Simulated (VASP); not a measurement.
Runs of VASP 6.6.1 on Ga. The structure is that of space group Pm-3m (No. 221), or close to it. The cells are those of the table. 

```csv
cell,k mesh,gap on the mesh (eV),pressure (GPa)
"a = 2.658 Å, 1 atom",13 × 13 × 13,none,0.2
"a = 2.693 Å, 1 atom",13 × 13 × 13,none,(a)
"a = 2.658 Å, 1 atom",19 × 19 × 19,none,(b)
"a = 2.547 Å, 1 atom",13 × 13 × 13,none,9.5
"a = 2.727 Å, 1 atom",13 × 13 × 13,none,-3.5
```

Alike in all rows: task single point; level PBEsol; potentials or basis VASP PAW PBE potentials, release 64 (Ga_d); no spin polarisation; cutoff (eV) 520; smearing fermi-dirac 0.1 eV.

Estimate the missing entries.

(a) -1.9; (b) 0.3.

Caveats: the PAW data sets were made with another functional, which shifts forces and pressure a little.

A k mesh can miss the band edges, and the runs leave out spin-orbit coupling on Ga.

A gap of «none» marks levels without a gap at the run's occupations.
